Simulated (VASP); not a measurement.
The system is Mo.

```
Mo
1.0
    -1.57339    1.57339    1.57339
     1.57339   -1.57339    1.57339
     1.57339    1.57339   -1.57339
Mo
1
Direct
  0.00000 0.00000 0.00000
```

* Program: VASP 6.6.1
* Task: relaxation of cell and atoms
* Functional: LDA
* Potentials or basis: VASP PAW LDA potentials, release 64 (Mo_sv)
* Cutoff: 600 eV
* k mesh: 19 × 19 × 19
* Occupations: fermi-dirac, width 0.05 eV
* Spin: no spin polarisation

At the start: pressure -8.3 GPa; volume 15.58 Å³/atom.

Question: Where does the relaxation end?

Answer: Over 4 steps the energy falls by 12.3 meV/atom and the volume is 15.12 Å³/atom (-3.0 %); space group Im-3m (No. 229, to 0.1 Å) before and after.

The path:
```tsv
step	energy change (eV)	largest force (eV/Å)	pressure (GPa)	volume (Å³)
1	0.0000	0.0000	-8.26	15.58
2	0.1024	0.0000	30.99	13.84
3	-0.0122	0.0000	-0.32	15.13
4	-0.0123	0.0000	-0.04	15.12
```

Final structure:
```xyz
1
Lattice="-1.5577 1.5577 1.5577 1.5577 -1.5577 1.5577 1.5577 1.5577 -1.5577" Properties=species:S:1:pos:R:3 pbc="T T T"
Mo    1.5577    1.5577    1.5577
```
